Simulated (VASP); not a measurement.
# MnS (Fm-3m) in VASP: single point with LDA

Aim: the single point of MnS with LDA.

Program: VASP 6.6.1. These are calculated values, not measurements. Logs are shortened: lines on timing, memory, paths and dates and some standing lists are left out, and cuts for length are marked.

## (1) The cell of the first run

The structure is cubic, space group Fm-3m (No. 225). The conventional cell has a = 5.209 Å, b = 5.209 Å, c = 5.209 Å, α = 90.00°, β = 90.00°, γ = 90.00°. Mn (site symmetry m-3m) has 6 S at 2.60 Å within 3.4 Å. S (site symmetry m-3m) has 6 Mn at 2.60 Å within 3.4 Å.

## (2) Single point, LDA

File INCAR:

```
SYSTEM = MnS
  PREC = Accurate
  ENCUT = 520
  EDIFF = 1E-7
  ISMEAR = 1
  SIGMA = 0.1
  LREAL = .FALSE.
  LASPH = .TRUE.
  NELM = 60
  ALGO = Normal
  ISIF = 2
  LWAVE = .FALSE.
  LCHARG = .TRUE.
  LELF = .TRUE.
  LVHAR = .TRUE.
  NBANDS = 27
```

File KPOINTS:

```
Automatic mesh
0
G
  4 8 8
  0 0 0
```

File POSCAR:

```
MnS
1.0
    0.0000000000      5.2090000000      5.2090000000
    2.6045000000      0.0000000000      2.6045000000
    2.6045000000      2.6045000000      0.0000000000
Mn S
2 2
Direct
    0.0000000000      0.0000000000      0.0000000000
    0.5000000000      0.0000000000      0.0000000000
    0.2500000000      0.5000000000      0.5000000000
    0.7500000000      0.5000000000      0.5000000000
```

Potentials or basis: VASP PAW LDA potentials, release 64 (Mn_pv, S).

Run with:

```
> cat potpaw_LDA.64/Mn_pv/POTCAR potpaw_LDA.64/S/POTCAR > POTCAR
> mpirun -np 1 vasp_std > vasp.out
```

OUTCAR:

```text
SYSTEM = MnS
   PREC = Accurate
   ENCUT = 520
   EDIFF = 1E-7
   ISMEAR = 1
   LREAL = .FALSE.
   LASPH = .TRUE.
   NELM = 60
   ISIF = 2

 ion  position               nearest neighbor table
   1  0.000  0.000  0.000-   4 2.60   3 2.60   4 2.60   3 2.60   4 2.60   3 2.60
   2  0.500  0.000  0.000-   3 2.60   3 2.60   4 2.60   3 2.60   4 2.60   4 2.60
   3  0.250  0.500  0.500-   1 2.60   1 2.60   2 2.60   1 2.60   2 2.60   2 2.60
   4  0.750  0.500  0.500-   2 2.60   1 2.60   2 2.60   1 2.60   2 2.60   1 2.60

  LATTYP: Found a trigonal (rhomboedric) cell.
 ALAT       =     6.3796960351
 COS(alpha) =     0.8333333333

  Lattice vectors:

 A1 = (   2.6045000000,  -2.6045000000,  -5.2090000000)
 A2 = (   5.2090000000,  -2.6045000000,  -2.6045000000)
 A3 = (   2.6045000000,  -5.2090000000,  -2.6045000000)

Analysis of symmetry for initial positions (statically):
=====================================================================
 Subroutine PRICEL returns following result:

  LATTYP: Found a face centered cubic cell.
 ALAT       =     5.2090000000

  Lattice vectors:

 A1 = (   0.0000000000,   2.6045000000,   2.6045000000)
 A2 = (   2.6045000000,   0.0000000000,   2.6045000000)
 A3 = (   2.6045000000,   2.6045000000,   0.0000000000)

   2 primitive cells build up your supercell.

 Routine SETGRP: Setting up the symmetry group for a
 trigonal (rhombohedral) supercell.

 Subroutine GETGRP returns: Found 12 space group operations
 (whereof 12 operations were pure point group operations)
 out of a pool of 12 trial point group operations.

The static configuration has the point symmetry D_3d.

Analysis of symmetry for dynamics (positions and initial velocities):
=====================================================================
 Subroutine PRICEL returns following result:

  LATTYP: Found a face centered cubic cell.
 ALAT       =     5.2090000000

  Lattice vectors:

 A1 = (   0.0000000000,   2.6045000000,   2.6045000000)
 A2 = (   2.6045000000,   0.0000000000,   2.6045000000)
 A3 = (   2.6045000000,   2.6045000000,   0.0000000000)

   2 primitive cells build up your supercell.

 Routine SETGRP: Setting up the symmetry group for a
 trigonal (rhombohedral) supercell.

 Subroutine GETGRP returns: Found 12 space group operations
 (whereof 12 operations were pure point group operations)
 out of a pool of 12 trial point group operations.

The dynamic configuration has the point symmetry D_3d.

 Subroutine INISYM returns: Found 12 space group operations
 (whereof 12 operations are pure point group operations),
 and found     2 'primitive' translations

----------------------------------------------------------------------------------------

                                     Primitive cell

  volume of cell :      35.3348

  direct lattice vectors                    reciprocal lattice vectors
     0.000000000  2.604500000  2.604500000    -0.191975427  0.191975427  0.191975427
     2.604500000  0.000000000  2.604500000     0.191975427 -0.191975427  0.191975427
     2.604500000  2.604500000  0.000000000     0.191975427  0.191975427 -0.191975427

  length of vectors
     3.683319223  3.683319223  3.683319223     0.332511194  0.332511194  0.332511194

  position of ions in fractional coordinates (direct lattice)
     0.000000000  0.000000000  0.000000000
     0.500000000  0.500000000  0.500000000

  ion indices of the primitive-cell ions
   primitive index   ion index
                 1           1
                 2           3

----------------------------------------------------------------------------------------

 KPOINTS: Automatic mesh

Automatic generation of k-mesh.
 Grid dimensions read from file:
 generate k-points for:    4    8    8

 Generating k-lattice:

  Cartesian coordinates                     Fractional coordinates (reciprocal lattice)
    -0.023996928  0.023996928  0.023996928     0.250000000  0.000000000  0.000000000
     0.023996928 -0.023996928  0.023996928     0.000000000  0.125000000  0.000000000
     0.023996928  0.023996928 -0.023996928     0.000000000  0.000000000  0.125000000

  Length of vectors
     0.041563899  0.041563899  0.041563899

  Shift w.r.t. Gamma in fractional coordinates (k-lattice)
     0.000000000  0.000000000  0.000000000

 -----------------------------------------------------------------------------
|                                                                             |
|           W    W    AA    RRRRR   N    N  II  N    N   GGGG   !!!           |
|           W    W   A  A   R    R  NN   N  II  NN   N  G    G  !!!           |
|           W    W  A    A  R    R  N N  N  II  N N  N  G       !!!           |
|           W WW W  AAAAAA  RRRRR   N  N N  II  N  N N  G  GGG   !            |
|           WW  WW  A    A  R   R   N   NN  II  N   NN  G    G                |
|           W    W  A    A  R    R  N    N  II  N    N   GGGG   !!!           |
|                                                                             |
|     Your reciprocal lattice and k-lattice belong to different lattice       |
|     classes:                                                                |
|                                                                             |
|        The reciprocal lattice is rhombohedral (trigonal),                   |
|        whereas your k-lattice is body-centered cubic.                       |
|                                                                             |
|     Results are often still useful ...                                      |
|                                                                             |
 -----------------------------------------------------------------------------

 Subroutine IBZKPT returns following result:
 ===========================================

 Found     35 irreducible k-points:

 Following reciprocal coordinates:
            Coordinates               Weight
  0.000000  0.000000  0.000000      1.000000
  0.250000  0.000000  0.000000      2.000000
  0.500000  0.000000  0.000000      1.000000
  0.000000  0.125000  0.000000      6.000000
  0.250000  0.125000  0.000000      6.000000
  0.500000  0.125000  0.000000      6.000000
[... 16 lines left out ...]
  0.250000  0.375000  0.125000     12.000000
  0.500000  0.375000  0.125000     12.000000
 [... further k-points ...]
   k-points           NKPTS =     35   k-points in BZ     NKDIM =     35   number of bands    NBANDS=     27
   number of dos      NEDOS =    301   number of ions     NIONS =      4
   total plane-waves  NPLWV =  43904
   dimension x,y,z NGX =    56 NGY =   28 NGZ =   28
   dimension x,y,z NGXF=   112 NGYF=   56 NGZF=   56
   ions per type =               2   2
   NGX,Y,Z   is equivalent  to a cutoff of  12.64, 12.64, 12.64 a.u.
   NGXF,Y,Z  is equivalent  to a cutoff of  25.28, 25.28, 25.28 a.u.
 SYSTEM =  MnS
   PREC   = accura    normal or accurate (medium, high low for compatibility)
   ISTART =      0    job   : 0-new  1-cont  2-samecut
   ICHARG =      2    charge: 1-file 2-atom 10-const
   ISPIN  =      1    spin polarized calculation?
   LNONCOLLINEAR =      F non collinear calculations
   LSORBIT =      F    spin-orbit coupling
   LASPH  =      T    aspherical Exc in radial PAW
   ENCUT  =  520.0 eV  38.22 Ry    6.18 a.u.  13.70  6.85  6.85*2*pi/ulx,y,z
   NELM   =     60;   NELMIN=  2; NELMDL= -5     # of ELM steps
   EDIFF  = 0.1E-06   stopping-criterion for ELM
   LREAL  =      F    real-space projection
   EDIFFG = 0.1E-05   stopping-criterion for IOM
   NSW    =      0    number of steps for IOM
   IBRION =     -1    ionic relax: 0-MD 1-quasi-New 2-CG
   NFREE  =      0    steps in history (QN), initial steepest desc. (CG)
   ISIF   =      2    stress and relaxation
   ISYM   =      2    0-nonsym 1-usesym 2-fastsym
   POTIM  = 0.5000    time-step for ionic-motion
   TEBEG  =    0.0;   TEEND  =   0.0 temperature during run
   PSTRESS=    0.0 pullay stress
   NELECT =      38.0000    total number of electrons
   NUPDOWN=      -1.0000    fix difference up-down
   EMIN   =  10.00;   EMAX   =-10.00  energy-range for DOS
   EFERMI =   0.00;   METHOD = LEGACY
   ISMEAR =     1;   SIGMA  =   0.10  broadening in eV -4-tet -1-fermi 0-gaus
   EFERMI_NEDOS =   21; number of points for ismear=-14 and -15
   IALGO  =     38    algorithm
   IMIX   =      4    mixing-type and parameters
     AMIX     =   0.40;   BMIX     =  1.00
     AMIX_MAG =   1.60;   BMIX_MAG =  1.00
  volume/ion in A,a.u.               =      17.67       119.23
  Fermi-wavevector in a.u.,A,eV,Ry     =   1.331246  2.515690 24.112464  1.772216
  Thomas-Fermi vector in A             =   2.460272
   LORBIT       =      0    0 simple, 1 ext, 2 COOP (PROOUT), +10 PAW based schemes
   GGA     = CA    functional components
   LHFCALC =     F    Hartree Fock is set to
   AEXX    =    0.0000 exact exchange contribution
   IVDW    =     0    specifies the selected vdW correction
   LEPSILON=     F    determine dielectric tensor
   LRPA    =     F    only Hartree local field effects (RPA)
 non-spin polarized calculation
 Methfessel and Paxton  Order N= 1 SIGMA  =   0.10
  energy-cutoff  :      520.00
  volume of cell :       70.67
 maximum number of plane-waves:      1918
 NGX is ok and might be reduce to    56
   NGX = 27   NGY = 13   NGZ = 13

 number of electron      37.9999975 magnetization

 Free energy of the ion-electron system (eV)
  ---------------------------------------------------
  ext. energy  EPLUGINS =         0.00000000
  ---------------------------------------------------
  free energy    TOTEN  =       -26.58971953 eV

  energy without entropy =      -26.57374095  energy(sigma->0) =      -26.58439333

 E-fermi :   5.8209     XC(G=0): -11.0342

 val. band max:        5.8067719499   @ k =   0.0000  -0.3750   0.2500
 cond. band min:       5.8229633769   @ k =   0.2500   0.5000   0.1250
 fundamental gap:      0.0161914270
 Fermi energy:         5.8209133062

 k-point     1 :       0.0000    0.0000    0.0000
  band No.  band energies     occupation
      1     -41.5909      2.00000
      2     -41.5824      2.00000
      3     -41.5824      2.00000
      4     -41.5810      2.00000
      5     -41.5810      2.00000
      6     -41.5810      2.00000
[... 19 lines left out ...]
     26       9.3357      0.00000
     27      12.0826      0.00000
[... 661 lines left out ...]
 k-point    24 :       0.5000    0.3750    0.1250
  band No.  band energies     occupation
      1     -41.5881      2.00000
      2     -41.5867      2.00000
      3     -41.5867      2.00000
      4     -41.5836      2.00000
      5     -41.5835      2.00000
      6     -41.5823      2.00000
[... 19 lines left out ...]
     26      11.1673      0.00000
     27      12.1325      0.00000

 [... further k-points ...]
[... 5 lines left out ...]
  --------------------------------------------------------------------------------------
  -------------------------------------------------------------------------------------
  Total      -13.4779108    -13.4779108    -13.4779108      0.0006123     -0.0006123      0.0006123
  in kB     -305.5625214   -305.5625214   -305.5625214      0.0138816     -0.0138816      0.0138816
  external PRESSURE =    -305.5625214 kB  Pullay stress =       0.0000000 kB

 VOLUME and BASIS-vectors are now :
 -----------------------------------------------------------------------------
  energy-cutoff  :      520.00
  volume of cell :       70.67
      direct lattice vectors                 reciprocal lattice vectors
     0.000000000  5.209000000  5.209000000    -0.095987714  0.095987714  0.095987714
     2.604500000  0.000000000  2.604500000     0.191975427 -0.191975427  0.191975427
     2.604500000  2.604500000  0.000000000     0.191975427  0.191975427 -0.191975427

 POSITION                                       TOTAL-FORCE (eV/Angst)
 -----------------------------------------------------------------------------------
      0.00000      0.00000      0.00000         0.000000     -0.000000     -0.000000
      0.00000      2.60450      2.60450        -0.000000      0.000000      0.000000
      2.60450      2.60450      2.60450         0.000000     -0.000000     -0.000000
      2.60450      5.20900      5.20900         0.000000     -0.000000     -0.000000
 -----------------------------------------------------------------------------------
    total drift:                                0.000000      0.000000     -0.000000

  FREE ENERGIE OF THE ION-ELECTRON SYSTEM (eV)
  ---------------------------------------------------
  free  energy   TOTEN  =       -26.5897195285 eV

  energy  without entropy=      -26.5737409459  energy(sigma->0) =      -26.58439333
```

It took 58 s on 1 thread of Intel Xeon Platinum 8488C (Sapphire Rapids), shared host; peak memory 0.2 GiB.

What came out:

```
Free energy            : -26.5897 eV
Pressure               : -30.6 GPa
Band gap on the k mesh : zero (bands 19 and 20 overlap by 0.42 eV)
```

Levels at points of the mesh, in eV from the Fermi level:
```tsv
k point	band 15	band 16	band 17	band 18	band 19	band 20	band 21	band 22	band 23	band 24
(0.00, 0.00, 0.00)	-0.89	-0.89	-0.87	-0.87	-0.87	-0.16	-0.16	0.09	2.02	2.02
(0.50, 0.00, 0.00)	-0.54	-0.54	-0.54	-0.54	-0.35	-0.35	0.88	0.88	0.88	0.88
(0.00, 0.50, 0.00)	-1.66	-0.56	-0.16	-0.16	0.03	0.03	0.09	0.24	1.99	2.02
(0.50, 0.50, 0.00)	-0.72	-0.72	-0.11	-0.11	0.05	0.05	0.59	0.59	0.77	0.77
```

Caveat: the cell stands under tension; the run has no spin polarisation, though such a crystal can be magnetic; semilocal functionals often make such compounds metallic where correlation or magnetic order opens a gap, which also shifts bond lengths. With open d or f shells a metallic result of LDA can be an artefact of self-interaction; +U or a hybrid may open a gap.
